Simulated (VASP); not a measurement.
# Mg in VASP: further runs

Mg is run at these levels: PBE; tasks: single point.

Program: VASP 6.6.1. These are calculated values, not measurements. Logs are shortened: lines on timing, memory, paths and dates and some standing lists are left out, and cuts for length are marked.

### 1 The cell of the first run

The cell holds a sheet with vacuum, 1 atom: a = 3.163 Å, b = 3.163 Å, c = 14.000 Å, α = 90.00°, β = 90.00°, γ = 120.00°.

### 2 Single point, PBE

Contents of INCAR:

```
SYSTEM = Mg
ALGO = Normal ; DIPOL = 0.5 0.5 0.500
EDIFF = 1E-6 ; ENCUT = 520
GGA = PE ; IDIPOL = 3
ISIF = 2 ; ISMEAR = 0
LASPH = .True. ; LCHARG = .False.
LDIPOL = .True. ; LREAL = .False.
LWAVE = .False. ; NBANDS = 7
NELM = 60 ; PREC = Accurate
SIGMA = 0.1
```

Contents of KPOINTS:

```
k-points
0
Gamma
  6 6 1
  0 0 0
```

Contents of POSCAR:

```
Mg
1.0
    3.1632750000      0.0000000000      0.0000000000
   -1.5816370000      2.7394760000      0.0000000000
    0.0000000000      0.0000000000     14.0000000000
Mg
1
Direct
    0.0000000000      0.0000000000      0.5000000000
```

Potentials or basis: VASP PAW PBE potentials, release 64 (Mg).

Command:

```
cat potpaw_PBE.64/Mg/POTCAR > POTCAR
mpirun -np 1 vasp_std > vasp.out
```

OUTCAR:

```text
SYSTEM = Mg
   EDIFF = 1E-6
   ENCUT = 520
   GGA = PE
   ISIF = 2
   ISMEAR = 0
   LASPH = .True.
   LREAL = .False.
   NELM = 60
   PREC = Accurate

 ion  position               nearest neighbor table
   1  0.000  0.000  0.500-

  LATTYP: Found a hexagonal cell.
 ALAT       =     3.1632750000
 C/A-ratio  =     4.4257928887

  Lattice vectors:

 A1 = (   3.1632750000,   0.0000000000,   0.0000000000)
 A2 = (  -1.5816370000,   2.7394760000,   0.0000000000)
 A3 = (   0.0000000000,   0.0000000000,  14.0000000000)

Analysis of symmetry for initial positions (statically):
=====================================================================
 Subroutine PRICEL returns:
 Original cell was already a primitive cell.

 Routine SETGRP: Setting up the symmetry group for a
 hexagonal supercell.

 Subroutine GETGRP returns: Found 24 space group operations
 (whereof 24 operations were pure point group operations)
 out of a pool of 24 trial point group operations.

The static configuration has the point symmetry D_6h.

Analysis of symmetry for dynamics (positions and initial velocities):
=====================================================================
 Subroutine PRICEL returns:
 Original cell was already a primitive cell.

 Routine SETGRP: Setting up the symmetry group for a
 hexagonal supercell.

 Subroutine GETGRP returns: Found 24 space group operations
 (whereof 24 operations were pure point group operations)
 out of a pool of 24 trial point group operations.

The dynamic configuration has the point symmetry D_6h.

 Subroutine INISYM returns: Found 24 space group operations
 (whereof 24 operations are pure point group operations),
 and found     1 'primitive' translations

----------------------------------------------------------------------------------------

                                     Primitive cell

  volume of cell :     121.3200

  direct lattice vectors                    reciprocal lattice vectors
     3.163275000  0.000000000  0.000000000     0.316128063  0.182516599  0.000000000
    -1.581637000  2.739476000  0.000000000     0.000000000  0.365033313  0.000000000
     0.000000000  0.000000000 14.000000000     0.000000000  0.000000000  0.071428571

  length of vectors
     3.163275000  3.163274309 14.000000000     0.365033233  0.365033313  0.071428571

  position of ions in fractional coordinates (direct lattice)
     0.000000000  0.000000000  0.500000000

  ion indices of the primitive-cell ions
   primitive index   ion index
                 1           1

----------------------------------------------------------------------------------------

 KPOINTS: k-points

Automatic generation of k-mesh.
 Grid dimensions read from file:
 generate k-points for:    6    6    1

 Generating k-lattice:

  Cartesian coordinates                     Fractional coordinates (reciprocal lattice)
     0.052688011  0.030419433  0.000000000     0.166666667  0.000000000  0.000000000
     0.000000000  0.060838885  0.000000000     0.000000000  0.166666667  0.000000000
     0.000000000  0.000000000  0.071428571     0.000000000  0.000000000  1.000000000

  Length of vectors
     0.060838872  0.060838885  0.071428571

  Shift w.r.t. Gamma in fractional coordinates (k-lattice)
     0.000000000  0.000000000  0.000000000

 Subroutine IBZKPT returns following result:
 ===========================================

 Found      7 irreducible k-points:

 Following reciprocal coordinates:
            Coordinates               Weight
  0.000000  0.000000  0.000000      1.000000
  0.166667  0.000000  0.000000      6.000000
  0.333333  0.000000  0.000000      6.000000
  0.500000  0.000000  0.000000      3.000000
  0.166667  0.166667  0.000000      6.000000
  0.333333  0.166667  0.000000     12.000000
  0.333333  0.333333  0.000000      2.000000
   k-points           NKPTS =      7   k-points in BZ     NKDIM =      7   number of bands    NBANDS=      7
   number of dos      NEDOS =    301   number of ions     NIONS =      1
   total plane-waves  NPLWV =  62208
   dimension x,y,z NGX =    24 NGY =   24 NGZ =  108
   dimension x,y,z NGXF=    48 NGYF=   48 NGZF=  216
   ions per type =               1
   NGX,Y,Z   is equivalent  to a cutoff of  12.61, 12.61, 12.82 a.u.
   NGXF,Y,Z  is equivalent  to a cutoff of  25.23, 25.23, 25.65 a.u.
 SYSTEM =  Mg
   PREC   = accura    normal or accurate (medium, high low for compatibility)
   ISTART =      0    job   : 0-new  1-cont  2-samecut
   ICHARG =      2    charge: 1-file 2-atom 10-const
   ISPIN  =      1    spin polarized calculation?
   LNONCOLLINEAR =      F non collinear calculations
   LSORBIT =      F    spin-orbit coupling
   LASPH  =      T    aspherical Exc in radial PAW
   ENCUT  =  520.0 eV  38.22 Ry    6.18 a.u.   5.88  5.88 26.03*2*pi/ulx,y,z
   NELM   =     60;   NELMIN=  2; NELMDL= -5     # of ELM steps
   EDIFF  = 0.1E-05   stopping-criterion for ELM
   LREAL  =      F    real-space projection
   EDIFFG = 0.1E-04   stopping-criterion for IOM
   NSW    =      0    number of steps for IOM
   IBRION =     -1    ionic relax: 0-MD 1-quasi-New 2-CG
   NFREE  =      0    steps in history (QN), initial steepest desc. (CG)
   ISIF   =      2    stress and relaxation
   ISYM   =      2    0-nonsym 1-usesym 2-fastsym
   POTIM  = 0.5000    time-step for ionic-motion
   TEBEG  =    0.0;   TEEND  =   0.0 temperature during run
   PSTRESS=    0.0 pullay stress
   NELECT =       2.0000    total number of electrons
   NUPDOWN=      -1.0000    fix difference up-down
   EMIN   =  10.00;   EMAX   =-10.00  energy-range for DOS
   EFERMI =   0.00;   METHOD = LEGACY
   ISMEAR =     0;   SIGMA  =   0.10  broadening in eV -4-tet -1-fermi 0-gaus
   EFERMI_NEDOS =   21; number of points for ismear=-14 and -15
   IALGO  =     38    algorithm
   IMIX   =      4    mixing-type and parameters
     AMIX     =   0.40;   BMIX     =  1.00
     AMIX_MAG =   1.60;   BMIX_MAG =  1.00
  volume/ion in A,a.u.               =     121.32       818.71
  Fermi-wavevector in a.u.,A,eV,Ry     =   0.416653  0.787359  2.361962  0.173599
  Thomas-Fermi vector in A             =   1.376388
   LORBIT       =      0    0 simple, 1 ext, 2 COOP (PROOUT), +10 PAW based schemes
   GGA     = PE    functional components
   LHFCALC =     F    Hartree Fock is set to
   AEXX    =    0.0000 exact exchange contribution
   IVDW    =     0    specifies the selected vdW correction
   LEPSILON=     F    determine dielectric tensor
   LRPA    =     F    only Hartree local field effects (RPA)
 non-spin polarized calculation
 Gauss-broadening in eV      SIGMA  =   0.10
  energy-cutoff  :      520.00
  volume of cell :      121.32
 maximum number of plane-waves:      3276
 NGX is ok and might be reduce to    24
   NGX = 11   NGY = 11   NGZ = 53

 dipolmoment           0.000000      0.000000     -0.000000 electrons x Angstroem

 number of electron       2.0000000 magnetization

 dipolmoment           0.000000      0.000000      0.000000 electrons x Angstroem

 Free energy of the ion-electron system (eV)
  ---------------------------------------------------
  ext. energy  EPLUGINS =         0.00000000
  ---------------------------------------------------
  free energy    TOTEN  =        -0.91546148 eV

  energy without entropy =       -0.90957028  energy(sigma->0) =       -0.91251588

 E-fermi :  -2.0329     XC(G=0):  -2.7902

 val. band max:       -2.3138523955   @ k =   0.5000   0.0000   0.0000
 cond. band min:      -1.9644721332   @ k =   0.1667   0.0000   0.0000
 fundamental gap:      0.3493802623
 Fermi energy:        -2.0328741604

 k-point     1 :       0.0000    0.0000    0.0000
  band No.  band energies     occupation
      1      -6.8789      2.00000
      2      -2.4994      2.00000
      3       0.3403      0.00000
      4       1.6509      0.00000
      5       1.8988      0.00000
      6       5.1517      0.00000
      7       5.1858      0.00000

 k-point     2 :       0.1667    0.0000    0.0000
  band No.  band energies     occupation
      1      -6.3225      2.00000
      2      -1.9645      0.33337
      3       0.8915      0.00000
      4       2.2013      0.00000
      5       2.4446      0.00000
      6       5.5794      0.00000
      7       5.7314      0.00000

 k-point     3 :       0.3333    0.0000    0.0000
  band No.  band energies     occupation
      1      -4.6775      2.00000
      2      -0.3602      0.00000
      3       1.6440      0.00000
      4       2.6201      0.00000
      5       3.8523      0.00000
      6       4.1336      0.00000
      7       6.0677      0.00000

 k-point     4 :       0.5000    0.0000    0.0000
  band No.  band energies     occupation
      1      -2.3139      1.99993
      2      -1.6182      0.00000
      3       2.1422      0.00000
      4       2.5021      0.00000
      5       5.2510      0.00000
      6       5.3357      0.00000
      7       6.6137      0.00000

 k-point     5 :       0.1667    0.1667    0.0000
  band No.  band energies     occupation
      1      -5.2215      2.00000
      2      -0.8947      0.00000
      3       1.9748      0.00000
      4       3.3021      0.00000
      5       3.4721      0.00000
      6       3.8357      0.00000
      7       4.9445      0.00000

 k-point     6 :       0.3333    0.1667    0.0000
  band No.  band energies     occupation
      1      -3.0780      2.00000
      2       0.1392      0.00000
      3       1.2392      0.00000
      4       3.2710      0.00000
      5       4.3661      0.00000
      6       4.4644      0.00000
      7       5.5068      0.00000

 k-point     7 :       0.3333    0.3333    0.0000
  band No.  band energies     occupation
      1      -0.7831      0.00000
      2      -0.7831      0.00000
      3       0.5425      0.00000
      4       3.5022      0.00000
      5       4.1606      0.00000
      6       4.1606      0.00000
      7       6.9925      0.00000

------------------------ aborting loop because EDIFF is reached ----------------------------------------

 vacuum level on the upper side and lower side of the slab       (xc-potential included)        -0.142        -0.142

  FORCE on cell =-STRESS in cart. coord.  units (eV):
  Direction    XX          YY          ZZ          XY          YZ          ZX
  --------------------------------------------------------------------------------------
  -------------------------------------------------------------------------------------
  Total       -0.4644971     -0.4644970      0.0003753     -0.0000001     -0.0000000     -0.0000000
  in kB       -6.1342453     -6.1342430      0.0049560     -0.0000011     -0.0000000     -0.0000000
  external PRESSURE =      -4.0878441 kB  Pullay stress =       0.0000000 kB

 VOLUME and BASIS-vectors are now :
 -----------------------------------------------------------------------------
  energy-cutoff  :      520.00
  volume of cell :      121.32
      direct lattice vectors                 reciprocal lattice vectors
     3.163275000  0.000000000  0.000000000     0.316128063  0.182516599  0.000000000
    -1.581637000  2.739476000  0.000000000     0.000000000  0.365033313  0.000000000
     0.000000000  0.000000000 14.000000000     0.000000000  0.000000000  0.071428571

 POSITION                                       TOTAL-FORCE (eV/Angst)
 -----------------------------------------------------------------------------------
      0.00000      0.00000      7.00000        -0.000000      0.000000      0.000000
 -----------------------------------------------------------------------------------
    total drift:                               -0.000000     -0.000000      0.000000

  FREE ENERGIE OF THE ION-ELECTRON SYSTEM (eV)
  ---------------------------------------------------
  free  energy   TOTEN  =        -0.9154614815 eV

  energy  without entropy=       -0.9095702827  energy(sigma->0) =       -0.91251588

 vacuum level on the upper side and lower side of the slab         1.107         1.107
```

Wall time 20 s (1 thread of AMD EPYC 7R43 (Zen 3), shared host); peak memory 0.18 GiB.

What came out:

| Item | Value |
| --- | --- |
| Free energy | -0.9155 eV |
| Band gap on the k mesh | zero (band 1 reaches -0.78 eV, above the bottom of band 2 at -2.50 eV) |

Caveat: the k points lie up to 0.38 Å⁻¹ apart.

### 3 Single point, PBE

Contents of INCAR:

```
PREC = Accurate ; ENCUT = 520
EDIFF = 1E-7 ; ISMEAR = 0
SIGMA = 0.1 ; LREAL = F
LASPH = T ; NELM = 100
ALGO = Normal ; ISIF = 2
LWAVE = F ; LCHARG = F
LDIPOL = T ; IDIPOL = 3
DIPOL = 0.5 0.5 0.500 ; GGA = PE
NBANDS = 7
```

Contents of KPOINTS:

```
Automatic mesh
0
Gamma
  6 6 1
```

POSCAR is that of step 2.

Potentials or basis: VASP PAW PBE potentials, release 64 (Mg).

Command:

```
cat potpaw_PBE.64/Mg/POTCAR > POTCAR
mpirun -np 1 vasp_std > vasp.out
```

Wall time 14 s (1 thread of AMD EPYC 7R43 (Zen 3), shared host); peak memory 0.18 GiB.

Results (log left out):

```yaml
Free_energy: -0.9155 eV
Band_gap_on_the_k_mesh: zero (band 1 reaches -0.78 eV, above the bottom of band 2 at -2.50 eV)
```

Levels at points of the mesh, in eV from the Fermi level:
```csv
k point,band 1,band 2,band 3,band 4,band 5
"(0.00, 0.00, 0.00)",-4.85,-0.47,2.37,3.68,3.93
"(0.50, 0.00, 0.00)",-0.28,0.41,4.18,4.53,7.28
```

Caveat: the k points lie up to 0.38 Å⁻¹ apart.

### 4 Single point, PBE

This run uses another cell than the first one, of 195.21 Å³/atom, 1.609 times its volume.

Contents of INCAR:

```
SYSTEM = Mg
PREC = Accurate ; ENCUT = 520
EDIFF = 1E-7 ; ISMEAR = 0
SIGMA = 0.1 ; LREAL = .False.
LASPH = .True. ; NELM = 100
ALGO = Normal ; ISIF = 2
LWAVE = .False. ; LCHARG = .False.
LDIPOL = .True. ; IDIPOL = 3
DIPOL = 0.5 0.5 0.294 ; GGA = PE
NBANDS = 7
```

Contents of KPOINTS:

```
regular mesh
0
Gamma
  6 6 1
  0 0 0
```

Contents of POSCAR:

```
Mg
1.0
    3.0775332139     -0.0000002809      0.0000000000
   -1.5387663637      2.6652220847      0.0000000000
    0.0000000000      0.0000000000     23.8000000000
Mg
1
Direct
    0.0000000000      0.0000000000      0.2941176471
```

Command:

```
cat potpaw_PBE.64/Mg/POTCAR > POTCAR
mpirun -np 1 vasp_std > vasp.out
```

It took 30 s on 1 thread of AMD EPYC 7R43 (Zen 3), shared host; peak memory 0.24 GiB.

It converged, with:

```yaml
Free_energy: -0.9279 eV
Band_gap_on_the_k_mesh: zero (band 1 reaches -1.16 eV, above the bottom of band 2 at -3.07 eV)
```

Levels at points of the mesh, in eV from the Fermi level:
```
           k point  band 1  band 2  band 3  band 4  band 5  band 6
(0.00, 0.00, 0.00)   -4.94   -0.50    2.48    3.24    3.43    4.29
(0.50, 0.00, 0.00)   -0.19    0.68    4.46    4.71    7.65    7.75
```

Caveat: the k points lie up to 0.39 Å⁻¹ apart.
